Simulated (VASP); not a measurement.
Write the native input for VASP 6.6.1 that does the following.

```yaml
Task: single point
Functional: LDA
Potentials_or_basis: VASP PAW LDA potentials, release 64 (Li_sv, F)
Cutoff: 520 eV
k_mesh: 9 × 9 × 6
Occupations: gaussian, width 0.05 eV
Spin: no spin polarisation
Dipole_correction: no
Further_INCAR_settings: ALGO = Normal; EDIFF = 1e-07; NBANDS = 18
```

The structure of LiF lies in POSCAR:

```
LiF
1.0
    3.2877776126      0.0000000000      0.0000000000
   -1.6438888063      2.8472989345      0.0000000000
    0.0000000000      0.0000000000      4.5903951027
Li F
2 2
Direct
    0.3333333333      0.6666666667      0.3839784076
    0.6666666667      0.3333333333      0.8839784076
    0.3333333333      0.6666666667      0.9910195924
    0.6666666667      0.3333333333      0.4910195924
```

This cell differs from its parent crystal: volume 10.743 Å^3 an atom, c/a of the conventional cell 1.3962.

The input as run:

INCAR

```
SYSTEM = LiF
PREC = Accurate ; ENCUT = 520
EDIFF = 1E-7 ; ISMEAR = 0
SIGMA = 0.05 ; LREAL = .False.
LASPH = .True. ; NELM = 100
ALGO = Normal ; ISIF = 2
LWAVE = .False. ; LCHARG = .False.
NBANDS = 18
```

KPOINTS

```
Automatic mesh
0
Gamma
  9 9 6
  0 0 0
```

Potentials or basis: VASP PAW LDA potentials, release 64 (Li_sv, F).

Run with:

```console
$ cat potpaw_LDA.64/Li_sv/POTCAR potpaw_LDA.64/F/POTCAR > POTCAR
$ mpirun -np 1 vasp_std > vasp.out
```

Results of the run:

```
Largest force          : 0.280 eV/Å
Band gap on the k mesh : 6.98 eV, direct
```

It took 26 s on 1 thread of AMD EPYC 9R45 96-Core Processor (Zen 5), with other jobs on the host, peak memory 0.12 GiB.
